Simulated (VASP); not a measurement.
# TiO2 (I4_1/amd) in VASP: single point with PBE

Aim: the single point of TiO2 with PBE.

Program: VASP 6.6.1. These are calculated values, not measurements. Logs are shortened: lines on timing, memory, paths and dates and some standing lists are left out, and cuts for length are marked.

**1. The cell of the first run**

Symmetry: I4_1/amd, No. 141, tetragonal system. Conventional cell: a = 3.784 Å, b = 3.784 Å, c = 9.515 Å, α = 90.00°, β = 90.00°, γ = 90.00°. Within 2.6 Å of Ti (site symmetry -4m2) lie 6 O at 1.93 to 1.98 Å. Within 2.6 Å of O (site symmetry 2mm) lie 3 Ti at 1.93 to 1.98 Å and 2 O at 2.47 Å.

**2. Single point, PBE**

File INCAR:

```
SYSTEM = TiO2
PREC = Accurate ; ENCUT = 520
EDIFF = 1E-6 ; ISMEAR = 0
SIGMA = 0.01 ; LREAL = .FALSE.
LASPH = .TRUE. ; NELM = 60
ALGO = Normal ; ISIF = 2
LWAVE = .FALSE. ; LCHARG = .FALSE.
GGA = PE ; NBANDS = 33
```

File KPOINTS:

```
regular mesh
0
G
  6 6 6
  0 0 0
```

File POSCAR:

```
TiO2
1.0
   -1.8921000000      1.8921000000      4.7573000000
    1.8921000000     -1.8921000000      4.7573000000
    1.8921000000      1.8921000000     -4.7573000000
Ti O
2 4
Direct
    0.0000000000      0.0000000000      0.0000000000
    0.7500000000      0.2500000000      0.5000000000
    0.2081000000      0.2081000000      0.0000000000
    0.9581000000      0.4581000000      0.5000000000
    0.5419000000      0.0419000000      0.5000000000
    0.7919000000      0.7919000000      0.0000000000
```

Potentials or basis: VASP PAW PBE potentials, release 64 (Ti_sv, O).

Run with:

```bash
cat potpaw_PBE.64/Ti_sv/POTCAR potpaw_PBE.64/O/POTCAR > POTCAR
mpirun -np 1 vasp_std > vasp.out
```

OUTCAR:

```text
SYSTEM = TiO2
   PREC = Accurate
   ENCUT = 520
   EDIFF = 1E-6
   ISMEAR = 0
   LREAL = .FALSE.
   LASPH = .TRUE.
   NELM = 60
   ISIF = 2
   GGA = PE

 ion  position               nearest neighbor table
   1  0.000  0.000  0.000-   5 1.93   4 1.93   5 1.93   4 1.93   3 1.98   6 1.98
   2  0.750  0.250  0.500-   6 1.93   3 1.93   6 1.93   3 1.93   4 1.98   5 1.98
   3  0.208  0.208  0.000-   2 1.93   2 1.93   1 1.98
   4  0.958  0.458  0.500-   1 1.93   1 1.93   2 1.98
   5  0.542  0.042  0.500-   1 1.93   1 1.93   2 1.98
   6  0.792  0.792  0.000-   2 1.93   2 1.93   1 1.98

  LATTYP: Found a body centered tetragonal cell.
 ALAT       =     3.7842000000
 C/A-ratio  =     2.5142962846

  Lattice vectors:

 A1 = (  -1.8921000000,   1.8921000000,   4.7573000000)
 A2 = (   1.8921000000,  -1.8921000000,   4.7573000000)
 A3 = (   1.8921000000,   1.8921000000,  -4.7573000000)

Analysis of symmetry for initial positions (statically):
=====================================================================
 Subroutine PRICEL returns:
 Original cell was already a primitive cell.

 Routine SETGRP: Setting up the symmetry group for a
 body centered tetragonal supercell.

 Subroutine GETGRP returns: Found 16 space group operations
 (whereof  8 operations were pure point group operations)
 out of a pool of 16 trial point group operations.

The static configuration has the point symmetry D_2d.
 The point group associated with its full space group is D_4h.

Analysis of symmetry for dynamics (positions and initial velocities):
=====================================================================
 Subroutine PRICEL returns:
 Original cell was already a primitive cell.

 Routine SETGRP: Setting up the symmetry group for a
 body centered tetragonal supercell.

 Subroutine GETGRP returns: Found 16 space group operations
 (whereof  8 operations were pure point group operations)
 out of a pool of 16 trial point group operations.

The dynamic configuration has the point symmetry D_2d.
 The point group associated with its full space group is D_4h.

 Subroutine INISYM returns: Found 16 space group operations
 (whereof  8 operations are pure point group operations),
 and found     1 'primitive' translations

----------------------------------------------------------------------------------------

                                     Primitive cell

  volume of cell :      68.1253

  direct lattice vectors                    reciprocal lattice vectors
[... 95 lines left out ...]
   EDIFF  = 0.1E-05   stopping-criterion for ELM
   LREAL  =      F    real-space projection
   EDIFFG = 0.1E-04   stopping-criterion for IOM
   NSW    =      0    number of steps for IOM
   IBRION =     -1    ionic relax: 0-MD 1-quasi-New 2-CG
   NFREE  =      0    steps in history (QN), initial steepest desc. (CG)
   ISIF   =      2    stress and relaxation
   ISYM   =      2    0-nonsym 1-usesym 2-fastsym
   POTIM  = 0.5000    time-step for ionic-motion
   TEBEG  =    0.0;   TEEND  =   0.0 temperature during run
   PSTRESS=    0.0 pullay stress
   NELECT =      48.0000    total number of electrons
   NUPDOWN=      -1.0000    fix difference up-down
   EMIN   =  10.00;   EMAX   =-10.00  energy-range for DOS
   EFERMI =   0.00;   METHOD = LEGACY
   ISMEAR =     0;   SIGMA  =   0.01  broadening in eV -4-tet -1-fermi 0-gaus
   EFERMI_NEDOS =   21; number of points for ismear=-14 and -15
   IALGO  =     38    algorithm
   IMIX   =      4    mixing-type and parameters
     AMIX     =   0.40;   BMIX     =  1.00
     AMIX_MAG =   1.60;   BMIX_MAG =  1.00
  volume/ion in A,a.u.               =      11.35        76.62
  Fermi-wavevector in a.u.,A,eV,Ry     =   1.456752  2.752862 28.873289  2.122127
  Thomas-Fermi vector in A             =   2.573634
   LORBIT       =      0    0 simple, 1 ext, 2 COOP (PROOUT), +10 PAW based schemes
   GGA     = PE    functional components
   LHFCALC =     F    Hartree Fock is set to
   AEXX    =    0.0000 exact exchange contribution
   IVDW    =     0    specifies the selected vdW correction
   LEPSILON=     F    determine dielectric tensor
   LRPA    =     F    only Hartree local field effects (RPA)
 non-spin polarized calculation
 Gauss-broadening in eV      SIGMA  =   0.01
  energy-cutoff  :      520.00
  volume of cell :       68.13
 maximum number of plane-waves:      1850
 NGX is ok and might be reduce to    42
   NGX = 21   NGY = 21   NGZ = 21

 number of electron      47.9999989 magnetization

 Free energy of the ion-electron system (eV)
  ---------------------------------------------------
  ext. energy  EPLUGINS =         0.00000000
  ---------------------------------------------------
  free energy    TOTEN  =       -53.82587774 eV

  energy without entropy =      -53.82587774  energy(sigma->0) =      -53.82587774

 E-fermi :   3.4080     XC(G=0): -10.7369

 val. band max:        3.3621588786   @ k =   0.5000   0.5000   0.0000
 cond. band min:       5.5044572251   @ k =   0.0000   0.0000   0.0000
 fundamental gap:      2.1422983465
 Fermi energy:         3.4080293074

 k-point     1 :       0.0000    0.0000    0.0000
  band No.  band energies     occupation
      1     -52.9934      2.00000
      2     -52.9328      2.00000
      3     -29.4603      2.00000
      4     -29.2190      2.00000
      5     -29.2190      2.00000
      6     -29.1471      2.00000
[... 853 lines left out ...]
     32       9.1128      0.00000
     33       9.2254      0.00000

 [... further k-points ...]
[... 5 lines left out ...]
  --------------------------------------------------------------------------------------
  -------------------------------------------------------------------------------------
  Total        2.3073465      2.3073465      2.8946039      0.0000000      0.0000000      0.0000000
  in kB       54.2643628     54.2643628     68.0755299      0.0000000      0.0000000      0.0000000
  external PRESSURE =      58.8680852 kB  Pullay stress =       0.0000000 kB

 VOLUME and BASIS-vectors are now :
 -----------------------------------------------------------------------------
  energy-cutoff  :      520.00
  volume of cell :       68.13
      direct lattice vectors                 reciprocal lattice vectors
    -1.892100000  1.892100000  4.757300000     0.000000000  0.264256646  0.105101633
     1.892100000 -1.892100000  4.757300000     0.264256646  0.000000000  0.105101633
     1.892100000  1.892100000 -4.757300000     0.264256646  0.264256646  0.000000000

 POSITION                                       TOTAL-FORCE (eV/Angst)
 -----------------------------------------------------------------------------------
      0.00000      0.00000      0.00000         0.000000      0.000000      0.000000
      0.00000      1.89210      2.37865         0.000000      0.000000      0.000000
      0.00000      0.00000      1.97999        -0.000000      0.000000      0.123887
      0.00000      1.89210      4.35864         0.000000     -0.000000      0.123887
      0.00000      1.89210      0.39866         0.000000     -0.000000     -0.123887
      0.00000      0.00000      7.53461        -0.000000      0.000000     -0.123887
 -----------------------------------------------------------------------------------
    total drift:                                0.000000      0.000000      0.000000

  FREE ENERGIE OF THE ION-ELECTRON SYSTEM (eV)
  ---------------------------------------------------
  free  energy   TOTEN  =       -53.8258777439 eV

  energy  without entropy=      -53.8258777439  energy(sigma->0) =      -53.82587774
```

OSZICAR:

```text
N       E                     dE             d eps       ncg     rms          rms(c)
DAV:   1     0.659589790134E+03    0.65959E+03   -0.24299E+04  1980   0.169E+03
DAV:   2     0.307109654921E+02   -0.62888E+03   -0.58280E+03  2156   0.510E+02
DAV:   3    -0.659804114915E+02   -0.96691E+02   -0.95108E+02  2754   0.191E+02
DAV:   4    -0.708243287070E+02   -0.48439E+01   -0.48351E+01  2970   0.416E+01
DAV:   5    -0.710149810322E+02   -0.19065E+00   -0.19063E+00  2526   0.626E+00    0.322E+01
DAV:   6    -0.538999934539E+02    0.17115E+02   -0.77606E+01  2742   0.888E+01    0.108E+01
DAV:   7    -0.540274631764E+02   -0.12747E+00   -0.14831E+01  2625   0.323E+01    0.948E+00
DAV:   8    -0.538915750380E+02    0.13589E+00   -0.54927E-01  2606   0.606E+00    0.680E+00
DAV:   9    -0.538883334079E+02    0.32416E-02   -0.83226E-01  2753   0.105E+01    0.240E+00
DAV:  10    -0.538376099925E+02    0.50723E-01   -0.40223E-01  2758   0.633E+00    0.936E-01
DAV:  11    -0.538265822712E+02    0.11028E-01   -0.44459E-02  2551   0.148E+00    0.465E-01
DAV:  12    -0.538262639932E+02    0.31828E-03   -0.81020E-03  2454   0.102E+00    0.167E-01
DAV:  13    -0.538258925644E+02    0.37143E-03   -0.10752E-03  2738   0.357E-01    0.309E-02
DAV:  14    -0.538258740323E+02    0.18532E-04   -0.16313E-04  2704   0.124E-01    0.143E-02
DAV:  15    -0.538258776561E+02   -0.36238E-05   -0.37836E-05  2418   0.407E-02    0.722E-03
DAV:  16    -0.538258777439E+02   -0.87774E-07   -0.25751E-06  2079   0.107E-02
   1 F= -.53825878E+02 E0= -.53825878E+02  d E =-.759810E-13
```

stdout:

```text
POSCAR found type information on POSCAR TiO
 POSCAR found :  2 types and       6 ions
 scaLAPACK will be used
 LDA part: xc-table for (Slater+PW92), standard interpolation
 POSCAR, INCAR and KPOINTS ok, starting setup
 FFT: planning ... GRIDC
 FFT: planning ... GRID_SOFT
 FFT: planning ... GRID
 WAVECAR not read
 entering main loop
```

Run time: 3.7 min. Hardware: 1 thread of Intel Xeon 8259CL, shared host; peak memory 0.28 GiB.

Results:

```
Free energy            : -53.8259 eV
Pressure               : 5.9 GPa
Largest force          : 0.124 eV/Å
Band gap on the k mesh : 2.14 eV (least direct gap 2.45 eV)
```

Forces in eV/Å, atoms in the order of the input:
```
Ti   0.000  0.000  0.000
Ti   0.000  0.000  0.000
O    0.000  0.000  0.124
O    0.000  0.000  0.124
O    0.000  0.000 -0.124
O    0.000  0.000 -0.124
```

Caveat: the cell stands under pressure. A k mesh can miss the band edges.
